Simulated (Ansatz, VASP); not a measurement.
# MgSe in VASP and in Ansatz

```
Mg Se
1.0
     0.00000    2.72638    2.72638
     2.72638    0.00000    2.72638
     2.72638    2.72638    0.00000
Mg Se
1 1
Cartesian
  0.0000 0.0000 0.0000
  2.7264 2.7264 2.7264
```

Alike in both runs: task single point; functional PBE; k mesh 6 × 6 × 6; no spin polarisation.

```csv
,VASP,Ansatz
version,VASP 6.6.1,Ansatz 0.2.0
potentials or method,"VASP PAW PBE potentials, release 64 (Mg, Se)","plane waves, PAW"
plane-wave cutoff (eV),600,420
occupations,"gaussian, width 0.01 eV",fixed
valence electrons in the cell,8,26
```

```tsv
	VASP	Ansatz	Ansatz less VASP
gap on the k mesh at the Fermi level (eV)	1.80	1.82	+0.023
pressure (GPa)	1.9	2.0	+0.12
```

VASP's potentials hold 8 valence electrons a cell and Ansatz's 26, so a difference there can come from the potentials and not from the codes.
